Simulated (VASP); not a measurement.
InSe, 4 atoms in the cell. Symmetry: R3m, No. 160, trigonal system. The conventional cell has a = 4.000 Å, b = 4.000 Å, c = 25.320 Å, α = 90.00°, β = 90.00°, γ = 120.00°. Within 3.5 Å of In (site symmetry 3m) lie 3 Se at 2.64 Å and 1 In at 2.82 Å. In (site symmetry 3m) has 3 Se at 2.63 Å and 1 In at 2.82 Å within 3.5 Å. Se (site symmetry 3m) has 3 In at 2.64 Å within 3.5 Å. Se (site symmetry 3m) has 3 In at 2.63 Å within 3.5 Å. 

| Item | Value |
| --- | --- |
| Program | VASP 6.6.1 |
| Task | single point |
| Functional | LDA |
| Potentials or basis | VASP PAW LDA potentials, release 64 (In_d, Se) |
| Cutoff | 520 eV |
| k mesh | 6 × 6 × 6 |
| Occupations | fermi-dirac, width 0.02 eV |
| Spin | no spin polarisation |
| Dipole correction | no |
| Further INCAR settings | ALGO = Normal; EDIFF = 1e-06; NBANDS = 27 |

Potentials or basis: VASP PAW LDA potentials, release 64 (In_d, Se).

Command:

```console
$ cat potpaw_LDA.64/In_d/POTCAR potpaw_LDA.64/Se/POTCAR > POTCAR
$ mpirun -np 1 vasp_std > vasp.out
```

Hardware: 1 thread of AMD EPYC 7R43 64-Core Processor (Zen 3) (shared host).

How long does it take, and how much memory?

Run time: 8.6 min on 1 thread of AMD EPYC 7R43 64-Core Processor (Zen 3), with other jobs on the host, peak memory 0.48 GiB. Counts: scf iterations 13, k points 32.
